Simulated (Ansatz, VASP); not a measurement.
# C: VASP beside Ansatz

File INCAR:

```
  PREC = Accurate
  ENCUT = 520
  EDIFF = 1E-8
  ISMEAR = -1
  SIGMA = 0.05
  LREAL = False
  LASPH = True
  NELM = 120
  ALGO = Normal
  ISIF = 2
  LWAVE = False
  LCHARG = False
  GGA = PE
  LEFG = True
  NBANDS = 11
  GGA_COMPAT = False
```

KPOINTS

```
regular mesh
0
Gamma
  13 13 13
```

POSCAR

```
C
1.0
    0.0000000000      1.8208078262      1.8208078262
    1.8208078262      0.0000000000      1.8208078262
    1.8208078262      1.8208078262      0.0000000000
C
2
Direct
    0.0000000000      0.0000000000      0.0000000000
    0.2500000000      0.2500000000      0.2500000000
```

Input for Ansatz:

```yaml
crystal:
  lattice:
    - [0.0, 1.8208078262, 1.8208078262]
    - [1.8208078262, 0.0, 1.8208078262]
    - [1.8208078262, 1.8208078262, 0.0]
  atoms:
    - { symbol: C, position: [0.0, 0.0, 0.0] }
    - { symbol: C, position: [0.25, 0.25, 0.25] }
kpoints:
  mp_grid: { grid: [13, 13, 13] }
scf:
  occupations: { method: fermi_dirac, width: 0.05 }
hamiltonian:
  xc: pbe
  pseudopotentials: { kind: paw }
output:
  forces: true
  stress: true
  eigenvalues: true
  efg: { contact_densities: true }
```

Change from the starting cell: volume scaled by 1.06, PAW files.

Alike in both runs: task electric field gradients; functional PBE; k mesh 13 × 13 × 13; occupations fermi-dirac, width 0.05 eV; no spin polarisation.

```csv
,VASP,Ansatz
version,VASP 6.6.1,Ansatz 0.2.0
potentials or method,"VASP PAW PBE potentials, release 64 (C)","PAW with Ansatz's default frozen-core files, scalar-relativistic"
plane-wave cutoff (eV),520,420
valence electrons in the cell,8,8
```

VASP gave:

- gap on the k mesh at the Fermi level (eV): 4.01
- pressure (GPa): -22.2

**Question.** What did Ansatz give for the same quantities?

**Answer.** gap on the k mesh at the Fermi level (eV): 4.02; pressure (GPa): -22.6.

The functional is the same, so the differences come from potentials, cutoffs and numerics.
